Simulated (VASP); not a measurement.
CsH, 2 atoms in the cell. The structure is cubic, space group Pm-3m (No. 221). Conventional cell: a = 3.818 Å, b = 3.818 Å, c = 3.818 Å, α = 90.00°, β = 90.00°, γ = 90.00°. Cs (site symmetry m-3m) has 8 H at 3.31 Å and 6 Cs at 3.82 Å within 4.3 Å. Within 4.3 Å of H (site symmetry m-3m) lie 8 Cs at 3.31 Å and 6 H at 3.82 Å. 

- Program: VASP 6.6.1
- Task: relaxation of cell and atoms
- Functional: LDA
- Potentials or basis: VASP PAW LDA potentials, release 64 (Cs_sv, H)
- Cutoff: 600 eV
- k mesh: 6 × 6 × 6
- Occupations: gaussian, width 0.01 eV
- Spin: no spin polarisation
- Dipole correction: no
- Further INCAR settings: ALGO = Normal; EDIFF = 1e-06; IBRION = 2; EDIFFG = -0.01; NSW = 60; ISIF = 3

Potentials or basis: VASP PAW LDA potentials, release 64 (Cs_sv, H).

Launch:

```sh
$ cat potpaw_LDA.64/Cs_sv/POTCAR potpaw_LDA.64/H/POTCAR > POTCAR
$ mpirun -np 1 vasp_std > vasp.out
```

Hardware: 1 thread of Intel(R) Xeon(R) Platinum 8488C (Sapphire Rapids), with other jobs on the host.

How long does it take, and how much memory?

It took 13 s on 1 thread of Intel(R) Xeon(R) Platinum 8488C (Sapphire Rapids), with other jobs on the host, peak memory 0.17 GiB. Counts: scf iterations 36, k points 20, ion steps 5.
